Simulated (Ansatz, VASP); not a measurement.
Two plane-wave programs on Ni2BiS2

Contents of POSCAR:

```
Ni2BiS2
1.0
    0.0000000000      3.8963800000      0.0000000000
    3.8963800000      0.0000000000      0.0000000000
    1.9481900000      1.9481900000     -6.5607560000
Ni S Bi
2 2 1
Direct
    0.7500000000      0.2500000000      0.5000000000
    0.2500000000      0.7500000000      0.5000000000
    0.3600000000      0.3600000000      0.2800000000
    0.6400000000      0.6400000000      0.7200000000
    0.0000000000      0.0000000000      0.0000000000
```

The input INCAR.step1:

```
ALGO = Normal
EDIFF = 1E-4
ENCUT = 520
GGA = PE
ISMEAR = -1
LASPH = T
LCHARG = F
LREAL = F
LWAVE = T
NBANDS = 32
NELM = 100
PREC = Accurate
SIGMA = 0.1
```

The input INCAR.step2:

```
ALGO = Normal
EDIFF = 1E-6
ENCUT = 520
ISIF = 2
ISMEAR = -1
ISTART = 1
LASPH = T
LCHARG = F
LMIXTAU = T
LREAL = F
LWAVE = F
METAGGA = R2SCAN
NBANDS = 32
NELM = 100
PREC = Accurate
SIGMA = 0.1
```

KPOINTS

```
k-points
0
Gamma
  9 9 9
```

Input for Ansatz:

```yaml
crystal:
  lattice:
    - [0.0, 3.89638, 0.0]
    - [3.89638, 0.0, 0.0]
    - [1.94819, 1.94819, -6.560756]
  atoms:
    - { symbol: Ni, position: [0.75, 0.25, 0.5] }
    - { symbol: Ni, position: [0.25, 0.75, 0.5] }
    - { symbol: S, position: [0.36, 0.36, 0.28] }
    - { symbol: S, position: [0.64, 0.64, 0.72] }
    - { symbol: Bi, position: [0.0, 0.0, 0.0] }
  symmetry: { tolerance: 0.0003 }
kpoints:
  mp_grid: { grid: [9, 9, 9], shift: [0, 0, 0] }
  band_path:
    path:
      - [0.0, 0.0, 0.0]
      - [0.5, 0.5, 0.5]
      - [0.5, 0.5, 0.25]
      - [0.0, 0.5, 0.0]
      - [0.0, 0.0, 0.0]
      - [0.0, 0.0, -0.5]
      - [0.0, 0.45591155, -0.27204423]
      - [0.0, 0.54408845, 0.27204423]
      - [0.0, 0.0, 0.0]
      - [0.5, 0.5, 0.5]
      - [0.45591155, 0.54408845, 0.5]
    npoints: 6
magnetization:
  spin_polarized: false
scf:
  occupations: { method: fermi_dirac }
  lower_state_search: "off"
  max_iter: 200
hamiltonian:
  pseudopotentials: { kind: paw }
  xc: r2scan
basis:
  ecutwfc: 500
  fft_grid_basis: typed
output:
  forces: true
  stress: true
  eigenvalues: true
  bader: true
  populations: true
  elf: true
  write_potential: true
  volumetric_format: npy
  dos:
    e_range: [-12, 8]
    de: 0.05
    projected: { site_lists: { Bi: [Bi], Ni: [Ni], S: [S] } }
checkpoint:
  read: saved_state
```

Alike in both runs: task single point; functional r2SCAN; k mesh 9 × 9 × 9; no spin polarisation.

|  | VASP | Ansatz |
| --- | --- | --- |
| version | VASP 6.6.1 | Ansatz 0.2.0 |
| potentials or method | VASP PAW PBE potentials, release 64 (Ni, S, Bi_d), cutoff 520 eV | PAW plane waves |
| occupations | fermi-dirac, width 0.1 eV | fermi-dirac |
| valence electrons in the cell | 47 | 63 |

|  | VASP | Ansatz | Ansatz less VASP |
| --- | --- | --- | --- |
| pressure (GPa) | -13.0 | -13.0 | +0.04 |
| traceless stress, the component that is largest in VASP (GPa) | 2.28 | 2.35 | +0.071 |
| rms of the force components (eV/Å) | 0.543 | 0.543 | +0.0005 |

VASP's potentials were made for PBE, not for r2SCAN. Atom by atom the forces differ by 0.001 eV/Å (rms over components). VASP's potentials hold 47 valence electrons a cell and Ansatz's 63, so a difference there can come from the potentials and not from the codes.

Spin-orbit coupling is off throughout.
